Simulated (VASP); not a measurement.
**Al8H: single point with PBEsol**

Slab: Al8H, a slab with vacuum.

```
CELL_PARAMETERS angstrom
2.83628 0.00000 0.00000
-1.41814 2.45629 0.00000
0.00000 0.00000 35.31376
ATOMIC_POSITIONS crystal
Al 0.33333 0.66667 0.24070
Al 0.00000 0.00000 0.30669
Al 0.66667 0.33333 0.37269
Al 0.00000 0.00000 0.43868
Al 0.33333 0.66667 0.50350
Al 0.00000 0.00000 0.56907
Al 0.66667 0.33333 0.63534
Al 0.00000 0.00000 0.69947
H 0.00000 0.00000 0.74512
```

```
Program             : VASP 6.6.1
Task                : single point
Functional          : PBEsol
Potentials or basis : VASP PAW PBE potentials, release 64 (Al, H)
Cutoff              : 520 eV
k mesh              : 12 × 12 × 1
Occupations         : gaussian, width 0.1 eV
Spin                : no spin polarisation
```

| Quantity | Value |
| --- | --- |
| Largest force | 0.040 eV/Å |

Forces on the atoms (eV/Å):
```
Al   0.000  0.000 -0.015
Al   0.000  0.000  0.040
Al   0.000  0.000 -0.033
Al   0.000  0.000  0.000
Al   0.000  0.000  0.003
Al   0.000  0.000  0.002
Al   0.000  0.000  0.000
Al   0.000  0.000 -0.011
H    0.000  0.000  0.014
```

Levels at points of the mesh, in eV from the Fermi level:
```csv
k point,band 9,band 10,band 11,band 12,band 13,band 14,band 15,band 16
"(0.00, 0.00, 0.00)",-4.36,-2.82,-1.25,0.43,2.11,3.56,4.43,5.25
"(0.50, 0.00, 0.00)",-3.31,-2.81,-2.45,-1.96,-1.27,-0.68,-0.20,0.61
```

Run time: 2.6 min on 1 thread of Intel(R) Xeon(R) 6975P-C (Granite Rapids), on a shared host, peak memory 0.41 GiB.

Caveat: the PAW data sets were made with another functional, which shifts forces and pressure a little.
